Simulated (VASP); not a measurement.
# TaSi3 (P4/mmm) in VASP: relaxation of cell and atoms with PBE

Aim: the relaxation of cell and atoms of TaSi3 with PBE.

Program: VASP 6.6.1. These are calculated values, not measurements. Logs are shortened: lines on timing, memory, paths and dates and some standing lists are left out, and cuts for length are marked.

### Step 1. The cell of the first run

Symmetry: P4/mmm, No. 123, tetragonal system. The conventional cell has a = 2.819 Å, b = 2.819 Å, c = 7.552 Å, α = 90.00°, β = 90.00°, γ = 90.00°. Within 3.8 Å of Ta (site symmetry 4/mmm) lie 10 Si at 2.79 to 3.78 Å and 4 Ta at 2.82 Å. Within 3.7 Å of Si (site symmetry 4mm) lie 9 Si at 2.70 to 3.65 Å and 4 Ta at 2.79 Å. Si (site symmetry 4/mmm) has 12 Si at 2.70 to 2.82 Å within 3.6 Å.

The cell was generated, and may not be a known phase.

### Step 2. Relaxation of cell and atoms, PBE

Input file INCAR:

```
PREC = Accurate
ENCUT = 600
EDIFF = 1E-7
ISMEAR = 0
SIGMA = 0.1
LREAL = False
LASPH = True
NELM = 100
ALGO = Normal
ISIF = 3
LWAVE = False
LCHARG = False
GGA = PE
IBRION = 2
NSW = 100
EDIFFG = -0.01
```

Input file KPOINTS:

```
Automatic mesh
0
Gamma
  16 16 6
```

Input file POSCAR:

```
TaSi3
1.0
    2.8188186347      0.0000000000      0.0000000000
    0.0000000000      2.8188186347      0.0000000000
    0.0000000000      0.0000000000      7.5519236746
Ta Si
1 3
Direct
    0.0000000000      0.0000000000      0.0000000000
    0.5000000000      0.5000000000      0.7418234203
    0.0000000000      0.0000000000      0.5000000000
    0.5000000000      0.5000000000      0.2581765797
```

Potentials or basis: VASP PAW PBE potentials, release 64 (Ta_pv, Si).

Launch:

```console
$ cat potpaw_PBE.64/Ta_pv/POTCAR potpaw_PBE.64/Si/POTCAR > POTCAR
$ mpirun -np 1 vasp_std > vasp.out
```

OUTCAR:

```text
PREC = Accurate
   ENCUT = 600
   EDIFF = 1E-7
   ISMEAR = 0
   LREAL = False
   LASPH = True
   NELM = 100
   ISIF = 3
   GGA = PE
   IBRION = 2
   NSW = 100
   EDIFFG = -0.01

 ion  position               nearest neighbor table
   1  0.000  0.000  0.000-   2 2.79   4 2.79   2 2.79   4 2.79   2 2.79   4 2.79   2 2.79   4 2.79

   2  0.500  0.500  0.742-   3 2.70   3 2.70   3 2.70   3 2.70   1 2.79   1 2.79   1 2.79   1 2.79

   3  0.000  0.000  0.500-   2 2.70   4 2.70   2 2.70   4 2.70   2 2.70   4 2.70   2 2.70   4 2.70

   4  0.500  0.500  0.258-   3 2.70   3 2.70   3 2.70   3 2.70   1 2.79   1 2.79   1 2.79   1 2.79

  LATTYP: Found a simple tetragonal cell.
 ALAT       =     2.8188186347
 C/A-ratio  =     2.6791094615

  Lattice vectors:

 A1 = (   2.8188186347,   0.0000000000,   0.0000000000)
 A2 = (   0.0000000000,   2.8188186347,   0.0000000000)
 A3 = (   0.0000000000,   0.0000000000,   7.5519236746)

Analysis of symmetry for initial positions (statically):
=====================================================================
 Subroutine PRICEL returns:
 Original cell was already a primitive cell.

 Routine SETGRP: Setting up the symmetry group for a
 simple tetragonal supercell.

 Subroutine GETGRP returns: Found 16 space group operations
 (whereof 16 operations were pure point group operations)
 out of a pool of 16 trial point group operations.

The static configuration has the point symmetry D_4h.

Analysis of symmetry for dynamics (positions and initial velocities):
=====================================================================
 Subroutine PRICEL returns:
 Original cell was already a primitive cell.

 Routine SETGRP: Setting up the symmetry group for a
 simple tetragonal supercell.

 Subroutine GETGRP returns: Found 16 space group operations
 (whereof 16 operations were pure point group operations)
 out of a pool of 16 trial point group operations.

The dynamic configuration has the point symmetry D_4h.

 Subroutine INISYM returns: Found 16 space group operations
 (whereof 16 operations are pure point group operations),
 and found     1 'primitive' translations

----------------------------------------------------------------------------------------

                                     Primitive cell

  volume of cell :      60.0056

  direct lattice vectors                    reciprocal lattice vectors
     2.818818635  0.000000000  0.000000000     0.354758546  0.000000000  0.000000000
     0.000000000  2.818818635  0.000000000     0.000000000  0.354758546  0.000000000
[... 112 lines left out ...]
  Thomas-Fermi vector in A             =   2.325309
   LORBIT       =      0    0 simple, 1 ext, 2 COOP (PROOUT), +10 PAW based schemes
   GGA     = PE    functional components
   LHFCALC =     F    Hartree Fock is set to
   AEXX    =    0.0000 exact exchange contribution
   IVDW    =     0    specifies the selected vdW correction
   LEPSILON=     F    determine dielectric tensor
   LRPA    =     F    only Hartree local field effects (RPA)
 conjugate gradient relaxation of ions
 non-spin polarized calculation
 Gauss-broadening in eV      SIGMA  =   0.10
  energy-cutoff  :      600.00
  volume of cell :       60.01
 maximum number of plane-waves:      2040
 NGX is ok and might be reduce to    24
   NGX = 11   NGY = 11   NGZ = 31

--------------------------------------- Ionic step        1  -------------------------------------------

 number of electron      23.0000001 magnetization

 Free energy of the ion-electron system (eV)
  ---------------------------------------------------
  ext. energy  EPLUGINS =         0.00000000
  ---------------------------------------------------
  free energy    TOTEN  =       -27.28353629 eV

  energy without entropy =      -27.27496962  energy(sigma->0) =      -27.27925295

------------------------ aborting loop because EDIFF is reached ----------------------------------------

  FORCE on cell =-STRESS in cart. coord.  units (eV):
  Direction    XX          YY          ZZ          XY          YZ          ZX
  --------------------------------------------------------------------------------------
  -------------------------------------------------------------------------------------
  Total        0.1173015      0.1173015      0.2085239      0.0000000      0.0000000     -0.0000000
  in kB        3.1320032      3.1320032      5.5676833      0.0000000      0.0000000     -0.0000000
  external PRESSURE =       3.9438966 kB  Pullay stress =       0.0000000 kB
[... 139 lines left out ...]
--------------------------------------- Ionic step        5  -------------------------------------------

 number of electron      23.0000001 magnetization

 Free energy of the ion-electron system (eV)
  ---------------------------------------------------
  ext. energy  EPLUGINS =         0.00000000
  ---------------------------------------------------
  free energy    TOTEN  =       -27.28621257 eV

  energy without entropy =      -27.27705942  energy(sigma->0) =      -27.28163600

 E-fermi :   9.2185     XC(G=0): -11.6787

 val. band max:        9.2150853364   @ k =   0.3750   0.2500   0.5000
 cond. band min:       9.2269972445   @ k =   0.1875   0.1250   0.5000
 fundamental gap:      0.0119119080
 Fermi energy:         9.2185459106

 k-point     1 :       0.0000    0.0000    0.0000
  band No.  band energies     occupation
      1     -25.4716      2.00000
      2     -24.8746      2.00000
      3     -24.8746      2.00000
      4      -4.4775      2.00000
      5      -1.8885      2.00000
      6      -0.4487      2.00000
      7       5.2702      2.00000
      8       5.9401      2.00000
      9       6.2660      2.00000
     10      10.5190      0.00000
     11      10.5190      0.00000
     12      11.8680      0.00000
     13      12.0993      0.00000
     14      12.0993      0.00000
[... 401 lines left out ...]
      2     -25.3338      2.00000
      3     -24.9261      2.00000
      4       0.3303      2.00000
      5       0.3520      2.00000
      6       1.0810      2.00000
      7       3.3379      2.00000
      8       4.4122      2.00000
      9       4.7584      2.00000
     10       7.0079      2.00000
     11       8.1405      2.00000
     12       9.2374      0.78981
     13      10.0060      0.00000
     14      12.7823      0.00000
     15      13.2032      0.00000

 [... further k-points ...]

------------------------ aborting loop because EDIFF is reached ----------------------------------------

  FORCE on cell =-STRESS in cart. coord.  units (eV):
  Direction    XX          YY          ZZ          XY          YZ          ZX
  --------------------------------------------------------------------------------------
  -------------------------------------------------------------------------------------
  Total       -0.0080060     -0.0080060      0.0081352      0.0000000     -0.0000000      0.0000000
  in kB       -0.2125253     -0.2125253      0.2159557      0.0000000     -0.0000000      0.0000000
  external PRESSURE =      -0.0696983 kB  Pullay stress =       0.0000000 kB
[... 19 lines left out ...]
  FREE ENERGIE OF THE ION-ELECTRON SYSTEM (eV)
  ---------------------------------------------------
  free  energy   TOTEN  =       -27.2862125679 eV

  energy  without entropy=      -27.2770594245  energy(sigma->0) =      -27.28163600

 reached required accuracy - stopping structural energy minimisation
```

CONTCAR:

```text
TaSi3
   1.00000000000000
     2.8215169467266734   -0.0000000000000000   -0.0000000000000000
     0.0000000000000000    2.8215169467266734   -0.0000000000000000
    -0.0000000000000000    0.0000000000000000    7.5814213721583510
  Ta              Si
     1     3
Direct
     0.0000000000000000    0.0000000000000000    0.0000000000000000
     0.5000000000000000    0.5000000000000000    0.7441944056765076
     0.0000000000000000    0.0000000000000000    0.5000000000000000
     0.5000000000000000    0.5000000000000000    0.2558055943234924

  0.00000000E+00  0.00000000E+00  0.00000000E+00
  0.00000000E+00  0.00000000E+00  0.00000000E+00
  0.00000000E+00  0.00000000E+00  0.00000000E+00
  0.00000000E+00  0.00000000E+00  0.00000000E+00
```

It took 11 min on 1 thread of Intel Xeon 8259CL, shared host; peak memory 0.35 GiB.

Results:

```
Free energy                           : -27.2862 eV
Relaxed volume                        : 15.09 Å³/atom
Relaxed cell                          : a = 2.822 Å, b = 2.822 Å, c = 7.581 Å, α = 90.00°, β = 90.00°, γ = 90.00°
Space group after relaxing (to 0.1 Å) : P4/mmm (No. 123)
Energy gained by relaxing             : 0.7 meV/atom
Ionic steps                           : 5
Pressure after relaxing               : 0.0 GPa
Band gap on the k mesh                : zero (an odd number of electrons rules out a gap without spin polarisation)
```

The path:
```tsv
step	energy change (eV)	largest force (eV/Å)	pressure (GPa)	volume (Å³)
1	0.0000	0.1199	0.39	60.01
2	-0.0015	0.0957	-0.21	60.33
3	-0.0016	0.0844	-0.50	60.48
4	-0.0025	0.0299	-0.18	60.40
5	-0.0027	0.0009	-0.01	60.36
```

Final structure:
```
Ta Si
1.0
     2.82152    0.00000    0.00000
     0.00000    2.82152    0.00000
     0.00000    0.00000    7.58142
Ta Si
1 3
Direct
  0.00000 0.00000 0.00000
  0.50000 0.50000 0.74419
  0.00000 0.00000 0.50000
  0.50000 0.50000 0.25581
```

Caveat: the highest band is partly filled, so the run has too few bands; spin-orbit coupling is left out, which moves the levels of the heavy elements.
